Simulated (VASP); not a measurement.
# TaN (P-6m2) in VASP: single point with PBE

Aim: the single point of TaN with PBE.

Everything below comes from runs of VASP 6.6.1. Logs are shortened: lines on timing, memory, paths and dates and some standing lists are left out, and cuts for length are marked.

## (1) The cell of the first run

The structure is hexagonal, space group P-6m2 (No. 187). Conventional cell: a = 2.950 Å, b = 2.950 Å, c = 2.898 Å, α = 90.00°, β = 90.00°, γ = 120.00°. Within 3.0 Å of Ta (site symmetry -6m2) lie 6 N at 2.24 Å and 8 Ta at 2.90 to 2.95 Å. N (site symmetry -6m2) has 6 Ta at 2.24 Å and 8 N at 2.90 to 2.95 Å within 3.0 Å.

## (2) Single point, PBE

INCAR

```
SYSTEM = TaN
  PREC = Accurate
  ENCUT = 520
  EDIFF = 1E-7
  ISMEAR = 0
  SIGMA = 0.15
  LREAL = .False.
  LASPH = .True.
  NELM = 80
  ALGO = Normal
  ISIF = 2
  LWAVE = .False.
  LCHARG = .False.
  GGA = PE
  NBANDS = 15
```

KPOINTS

```
Automatic mesh
0
Gamma
  18 18 16
  0 0 0
```

POSCAR

```
TaN
1.0
    2.9502209615      0.0000000000      0.0000000000
   -1.4751104807      2.5549662994      0.0000000000
    0.0000000000      0.0000000000      2.8977748891
Ta N
1 1
Direct
    0.3333333333      0.6666666667      0.5000000000
    0.0000000000      0.0000000000      0.0000000000
```

Potentials or basis: VASP PAW PBE potentials, release 64 (Ta_pv, N).

Run with:

```console
$ cat potpaw_PBE.64/Ta_pv/POTCAR potpaw_PBE.64/N/POTCAR > POTCAR
$ mpirun -np 1 vasp_std > vasp.out
```

OUTCAR:

```text
SYSTEM = TaN
   PREC = Accurate
   ENCUT = 520
   EDIFF = 1E-7
   ISMEAR = 0
   LREAL = .False.
   LASPH = .True.
   NELM = 80
   ISIF = 2
   GGA = PE

 ion  position               nearest neighbor table
   1  0.333  0.667  0.500-   2 2.24   2 2.24   2 2.24   2 2.24   2 2.24   2 2.24
   2  0.000  0.000  0.000-   1 2.24   1 2.24   1 2.24   1 2.24   1 2.24   1 2.24

  LATTYP: Found a hexagonal cell.
 ALAT       =     2.9502209615
 C/A-ratio  =     0.9822230019

  Lattice vectors:

 A1 = (   2.9502209615,   0.0000000000,   0.0000000000)
 A2 = (  -1.4751104807,   2.5549662994,   0.0000000000)
 A3 = (   0.0000000000,   0.0000000000,   2.8977748891)

Analysis of symmetry for initial positions (statically):
=====================================================================
 Subroutine PRICEL returns:
 Original cell was already a primitive cell.

 Routine SETGRP: Setting up the symmetry group for a
 hexagonal supercell.

 Subroutine GETGRP returns: Found 12 space group operations
 (whereof 12 operations were pure point group operations)
 out of a pool of 24 trial point group operations.

The static configuration has the point symmetry D_3h.

Analysis of symmetry for dynamics (positions and initial velocities):
=====================================================================
 Subroutine PRICEL returns:
 Original cell was already a primitive cell.

 Routine SETGRP: Setting up the symmetry group for a
 hexagonal supercell.

 Subroutine GETGRP returns: Found 12 space group operations
 (whereof 12 operations were pure point group operations)
 out of a pool of 24 trial point group operations.

The dynamic configuration has the point symmetry D_3h.

 Subroutine INISYM returns: Found 12 space group operations
 (whereof 12 operations are pure point group operations),
 and found     1 'primitive' translations

----------------------------------------------------------------------------------------

                                     Primitive cell

  volume of cell :      21.8426

  direct lattice vectors                    reciprocal lattice vectors
     2.950220961  0.000000000  0.000000000     0.338957662  0.195697297  0.000000000
    -1.475110481  2.554966299  0.000000000     0.000000000  0.391394595  0.000000000
     0.000000000  0.000000000  2.897774889     0.000000000  0.000000000  0.345092369

  length of vectors
     2.950220961  2.950220961  2.897774889     0.391394595  0.391394595  0.345092369

  position of ions in fractional coordinates (direct lattice)
     0.333333333  0.666666667  0.500000000
     0.000000000  0.000000000  0.000000000

  ion indices of the primitive-cell ions
   primitive index   ion index
                 1           1
                 2           2

----------------------------------------------------------------------------------------

 KPOINTS: Automatic mesh

Automatic generation of k-mesh.
 Grid dimensions read from file:
 generate k-points for:   18   18   16

 Generating k-lattice:

  Cartesian coordinates                     Fractional coordinates (reciprocal lattice)
     0.018830981  0.010872072  0.000000000     0.055555556  0.000000000  0.000000000
     0.000000000  0.021744144  0.000000000     0.000000000  0.055555556  0.000000000
     0.000000000  0.000000000  0.021568273     0.000000000  0.000000000  0.062500000

  Length of vectors
     0.021744144  0.021744144  0.021568273

  Shift w.r.t. Gamma in fractional coordinates (k-lattice)
     0.000000000  0.000000000  0.000000000

 Subroutine IBZKPT returns following result:
 ===========================================

 Found    333 irreducible k-points:

 Following reciprocal coordinates:
            Coordinates               Weight
  0.000000  0.000000  0.000000      1.000000
  0.055556  0.000000  0.000000      6.000000
  0.111111  0.000000  0.000000      6.000000
  0.166667  0.000000  0.000000      6.000000
  0.222222  0.000000  0.000000      6.000000
  0.277778  0.000000  0.000000      6.000000
[... 16 lines left out ...]
  0.333333  0.111111  0.000000     12.000000
  0.388889  0.111111  0.000000     12.000000
 [... further k-points ...]
   k-points           NKPTS =    333   k-points in BZ     NKDIM =    333   number of bands    NBANDS=     15
   number of dos      NEDOS =    301   number of ions     NIONS =      2
   total plane-waves  NPLWV =  13824
   dimension x,y,z NGX =    24 NGY =   24 NGZ =   24
   dimension x,y,z NGXF=    48 NGYF=   48 NGZF=   48
   ions per type =               1   1
   NGX,Y,Z   is equivalent  to a cutoff of  13.52, 13.52, 13.77 a.u.
   NGXF,Y,Z  is equivalent  to a cutoff of  27.05, 27.05, 27.54 a.u.
 SYSTEM =  TaN
   PREC   = accura    normal or accurate (medium, high low for compatibility)
   ISTART =      0    job   : 0-new  1-cont  2-samecut
   ICHARG =      2    charge: 1-file 2-atom 10-const
   ISPIN  =      1    spin polarized calculation?
   LNONCOLLINEAR =      F non collinear calculations
   LSORBIT =      F    spin-orbit coupling
   LASPH  =      T    aspherical Exc in radial PAW
   ENCUT  =  520.0 eV  38.22 Ry    6.18 a.u.   5.49  5.49  5.39*2*pi/ulx,y,z
   NELM   =     80;   NELMIN=  2; NELMDL= -5     # of ELM steps
   EDIFF  = 0.1E-06   stopping-criterion for ELM
   LREAL  =      F    real-space projection
   EDIFFG = 0.1E-05   stopping-criterion for IOM
   NSW    =      0    number of steps for IOM
   IBRION =     -1    ionic relax: 0-MD 1-quasi-New 2-CG
   NFREE  =      0    steps in history (QN), initial steepest desc. (CG)
   ISIF   =      2    stress and relaxation
   ISYM   =      2    0-nonsym 1-usesym 2-fastsym
   POTIM  = 0.5000    time-step for ionic-motion
   TEBEG  =    0.0;   TEEND  =   0.0 temperature during run
   PSTRESS=    0.0 pullay stress
   NELECT =      16.0000    total number of electrons
   NUPDOWN=      -1.0000    fix difference up-down
   EMIN   =  10.00;   EMAX   =-10.00  energy-range for DOS
   EFERMI =   0.00;   METHOD = LEGACY
   ISMEAR =     0;   SIGMA  =   0.15  broadening in eV -4-tet -1-fermi 0-gaus
   EFERMI_NEDOS =   21; number of points for ismear=-14 and -15
   IALGO  =     38    algorithm
   IMIX   =      4    mixing-type and parameters
     AMIX     =   0.40;   BMIX     =  1.00
     AMIX_MAG =   1.60;   BMIX_MAG =  1.00
  volume/ion in A,a.u.               =      10.92        73.70
  Fermi-wavevector in a.u.,A,eV,Ry     =   1.475752  2.788767 29.631365  2.177844
  Thomas-Fermi vector in A             =   2.590363
   LORBIT       =      0    0 simple, 1 ext, 2 COOP (PROOUT), +10 PAW based schemes
   GGA     = PE    functional components
   LHFCALC =     F    Hartree Fock is set to
   AEXX    =    0.0000 exact exchange contribution
   IVDW    =     0    specifies the selected vdW correction
   LEPSILON=     F    determine dielectric tensor
   LRPA    =     F    only Hartree local field effects (RPA)
 non-spin polarized calculation
 Gauss-broadening in eV      SIGMA  =   0.15
  energy-cutoff  :      520.00
  volume of cell :       21.84
 maximum number of plane-waves:       617
 NGX is ok and might be reduce to    24
   NGX = 11   NGY = 11   NGZ = 11

 number of electron      16.0000001 magnetization

 Free energy of the ion-electron system (eV)
  ---------------------------------------------------
  ext. energy  EPLUGINS =         0.00000000
  ---------------------------------------------------
  free energy    TOTEN  =       -22.44631903 eV

  energy without entropy =      -22.44565273  energy(sigma->0) =      -22.44598588

 E-fermi :   8.0973     XC(G=0): -13.2723

 val. band max:        8.0600260869   @ k =   0.0000   0.0000   0.4375
 cond. band min:       8.1372955502   @ k =   0.0556   0.0000   0.5000
 fundamental gap:      0.0772694633
 Fermi energy:         8.0973031553

 k-point     1 :       0.0000    0.0000    0.0000
  band No.  band energies     occupation
      1     -26.7758      2.00000
      2     -26.5158      2.00000
      3     -26.5158      2.00000
      4      -9.5635      2.00000
      5       3.6165      2.00000
      6       3.6165      2.00000
      7       3.9644      2.00000
      8       5.1980      2.00000
      9      10.2326      0.00000
     10      11.6314      0.00000
     11      11.6314      0.00000
     12      12.0395      0.00000
     13      12.0395      0.00000
     14      21.1249      0.00000
     15      21.4679      0.00000

 k-point     2 :       0.0556    0.0000    0.0000
  band No.  band energies     occupation
      1     -26.7718      2.00000
      2     -26.5480      2.00000
      3     -26.5227      2.00000
      4      -9.5007      2.00000
      5       3.4108      2.00000
      6       3.6644      2.00000
      7       4.0606      2.00000
      8       5.1060      2.00000
      9      10.4710      0.00000
     10      11.4958      0.00000
     11      11.6410      0.00000
     12      12.0069      0.00000
     13      12.1263      0.00000
     14      21.1198      0.00000
     15      21.4648      0.00000

 k-point     3 :       0.1111    0.0000    0.0000
  band No.  band energies     occupation
      1     -26.7601      2.00000
      2     -26.6397      2.00000
      3     -26.5424      2.00000
      4      -9.3190      2.00000
      5       2.9188      2.00000
      6       3.8006      2.00000
      7       4.2932      2.00000
      8       4.8558      2.00000
      9      10.9656      0.00000
     10      11.2709      0.00000
     11      11.6785      0.00000
     12      11.9144      0.00000
     13      12.3531      0.00000
     14      21.1008      0.00000
     15      21.4571      0.00000
[... 343 lines left out ...]
 k-point    23 :       0.3333    0.1111    0.0000
  band No.  band energies     occupation
      1     -27.3708      2.00000
      2     -26.7814      2.00000
      3     -26.6512      2.00000
      4      -7.5186      2.00000
      5       0.3049      2.00000
      6       3.1762      2.00000
      7       4.0244      2.00000
      8       5.8086      2.00000
      9      10.4495      0.00000
     10      10.5265      0.00000
     11      12.8588      0.00000
     12      13.9812      0.00000
     13      15.6638      0.00000
     14      21.0053      0.00000
     15      21.4530      0.00000

 k-point    24 :       0.3889    0.1111    0.0000
  band No.  band energies     occupation
      1     -27.4398      2.00000
      2     -26.8061      2.00000
      3     -26.6400      2.00000
      4      -7.3143      2.00000
      5       0.1140      2.00000
      6       3.0425      2.00000
      7       3.9029      2.00000
      8       5.8592      2.00000
      9      10.3924      0.00000
     10      11.1198      0.00000
     11      12.5853      0.00000
     12      14.0607      0.00000
     13      16.5468      0.00000
     14      20.0516      0.00000
     15      21.4353      0.00000

 [... further k-points ...]

------------------------ aborting loop because EDIFF is reached ----------------------------------------

  FORCE on cell =-STRESS in cart. coord.  units (eV):
  Direction    XX          YY          ZZ          XY          YZ          ZX
  --------------------------------------------------------------------------------------
  -------------------------------------------------------------------------------------
  Total        0.0803670      0.0803670      0.1047941      0.0000000     -0.0000000     -0.0000000
  in kB        5.8950009      5.8950009      7.6867573      0.0000000     -0.0000000     -0.0000000
  external PRESSURE =       6.4922530 kB  Pullay stress =       0.0000000 kB

 VOLUME and BASIS-vectors are now :
 -----------------------------------------------------------------------------
  energy-cutoff  :      520.00
  volume of cell :       21.84
      direct lattice vectors                 reciprocal lattice vectors
     2.950220961  0.000000000  0.000000000     0.338957662  0.195697297  0.000000000
    -1.475110481  2.554966299  0.000000000     0.000000000  0.391394595  0.000000000
     0.000000000  0.000000000  2.897774889     0.000000000  0.000000000  0.345092369

 POSITION                                       TOTAL-FORCE (eV/Angst)
 -----------------------------------------------------------------------------------
     -0.00000      1.70331      1.44889        -0.000000      0.000000      0.000000
      0.00000      0.00000      0.00000         0.000000      0.000000      0.000000
 -----------------------------------------------------------------------------------
    total drift:                                0.000000     -0.000000     -0.000000

  FREE ENERGIE OF THE ION-ELECTRON SYSTEM (eV)
  ---------------------------------------------------
  free  energy   TOTEN  =       -22.4463190287 eV

  energy  without entropy=      -22.4456527341  energy(sigma->0) =      -22.44598588
```

Run time: 2.1 min. Hardware: 1 thread of AMD EPYC 7R43 (Zen 3), shared host; peak memory 0.19 GiB.

What came out:

```
Free energy            : -22.4463 eV
Pressure               : 0.6 GPa
Band gap on the k mesh : zero (bands 8 and 9 overlap by 0.42 eV)
```

Caveat: spin-orbit coupling is left out, which moves the levels of the heavy elements.

The gap in the log of VASP goes by the Fermi energy; the results here count the filled bands.